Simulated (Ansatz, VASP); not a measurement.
BeS in VASP and in Ansatz

```
CELL_PARAMETERS angstrom
0.00000 2.43788 2.43788
2.43788 0.00000 2.43788
2.43788 2.43788 0.00000
ATOMIC_POSITIONS crystal
Be 0.00000 0.00000 0.00000
S 0.25000 0.25000 0.25000
```

Alike in both runs: functional PBE; k mesh 8 × 8 × 8; occupations gaussian, width 0.02 eV; no spin polarisation.

Ansatz relaxed the structure, and its values are those at the end. VASP's run is a single point on that final structure, the one shown.

```csv
,VASP,Ansatz
version,VASP 6.6.1,Ansatz 0.2.0
potentials or method,"VASP PAW PBE potentials, release 64 (Be, S), cutoff 600 eV","scalar-relativistic, plane waves, PAW"
valence electrons in the cell,8,8
```

|  | VASP | Ansatz | Ansatz less VASP |
| --- | --- | --- | --- |
| gap on the k mesh at the Fermi level (eV) | 3.15 | 3.15 | 0.000 |
| least direct gap on the mesh (eV) | 5.68 | 5.66 | -0.016 |
| pressure (GPa) | 0.1 | 0.0 | -0.06 |

The functional is the same, so the differences come from potentials, cutoffs and numerics.
